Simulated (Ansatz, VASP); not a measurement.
# One calculation of SnSe, two programs

```
CELL_PARAMETERS angstrom
0.00000 2.96907 2.96907
2.96907 0.00000 2.96907
2.96907 2.96907 0.00000
ATOMIC_POSITIONS crystal
Sn 0.00000 0.00000 0.00000
Se 0.50000 0.50000 0.50000
```

Change from the starting cell: volume scaled by 0.94, LAPW.

Alike in both runs: task single point; functional PBE; k mesh 14 × 14 × 14; occupations fermi-dirac, width 0.1 eV; no spin polarisation.

```csv
,VASP,Ansatz
version,VASP 6.6.1,Ansatz 0.2.0
potentials or method,"VASP PAW PBE potentials, release 64 (Sn_d, Se), cutoff 520 eV","all-electron LAPW, scalar-relativistic"
```

```csv
,VASP,Ansatz,Ansatz less VASP
pressure (GPa),3.4,3.4,-0.02
```

Ansatz ran all-electron here, and VASP with PAW potentials.
